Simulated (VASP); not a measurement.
Write the native input for VASP 6.6.1 that does the following.

```yaml
Task: relaxation of cell and atoms
Functional: r2SCAN
Potentials_or_basis: VASP PAW PBE potentials, release 64 (Mg, H)
Cutoff: 600 eV
k_mesh: 6 × 6 × 6
Occupations: fermi-dirac, width 0.1 eV
Spin: no spin polarisation
Target_pressure: 5 GPa
Dipole_correction: no
Further_INCAR_settings: ALGO = Normal; EDIFF = 1e-07; IBRION = 2; EDIFFG = -0.03; NSW = 80; ISIF = 3
```

The system is MgH2.

```xyz
3
Lattice="0.0000 2.3811 2.3811 2.3811 0.0000 2.3811 2.3811 2.3811 0.0000" Properties=species:S:1:pos:R:3 pbc="T T T"
Mg    0.0000    0.0000    0.0000
H     3.5716    3.5716    3.5716
H     1.1905    1.1905    1.1905
```

The input as run:

POSCAR

```
MgH2
1.0
    0.0000000000      2.3810670000      2.3810670000
    2.3810670000      0.0000000000      2.3810670000
    2.3810670000      2.3810670000      0.0000000000
Mg H
1 2
Direct
    0.0000000000      0.0000000000      0.0000000000
    0.7500000000      0.7500000000      0.7500000000
    0.2500000000      0.2500000000      0.2500000000
```

INCAR.step1

```
SYSTEM = MgH2
ALGO = Normal
EDIFF = 1E-4
ENCUT = 600
GGA = PE
ISMEAR = -1
LASPH = .True.
LCHARG = .False.
LREAL = .False.
LWAVE = .True.
NELM = 80
PREC = Accurate
SIGMA = 0.1
```

INCAR.step2

```
SYSTEM = MgH2
ALGO = Normal
EDIFF = 1E-7
EDIFFG = -0.03
ENCUT = 600
IBRION = 2
ISIF = 3
ISMEAR = -1
ISTART = 1
LASPH = .True.
LCHARG = .False.
LMIXTAU = .True.
LREAL = .False.
LWAVE = .False.
METAGGA = R2SCAN
NELM = 80
NSW = 80
PREC = Accurate
PSTRESS = 50.0
SIGMA = 0.1
```

KPOINTS

```
k-points
0
Gamma
  6 6 6
  0 0 0
```

Potentials or basis: VASP PAW PBE potentials, release 64 (Mg, H).

Launch:

```sh
$ cat potpaw_PBE.64/Mg/POTCAR potpaw_PBE.64/H/POTCAR > POTCAR
$ cp INCAR.step1 INCAR
$ mpirun -np 1 vasp_std > vasp.out
$ cp INCAR.step2 INCAR
$ mpirun -np 1 vasp_std > vasp.out
```

Results of the run:

```json
{"Relaxed volume": "8.20 Å³/atom", "Relaxed cell": "a = 3.264 Å, b = 3.264 Å, c = 3.264 Å, α = 60.00°, β = 60.00°, γ = 60.00°", "Space group after relaxing (to 0.05 Å)": "Fm-3m (No. 225)", "Energy change on relaxing (the enthalpy is what falls)": "+6.1 meV/atom", "Ionic steps": "3", "Pressure after relaxing": "4.7 GPa", "Band gap on the k mesh": "zero (band 2 reaches 4.51 eV, above the bottom of band 3 at 3.38 eV)"}
```

Caveat: the k points lie up to 0.39 Å⁻¹ apart in the final cell; the cell is relaxed towards a set pressure, so the enthalpy falls and the energy may rise; the PAW data sets were made with another functional, which shifts forces and pressure a little.

Run time: 29 s on 1 thread of Intel(R) Xeon(R) 6975P-C (Granite Rapids), on a shared host, peak memory 0.17 GiB.
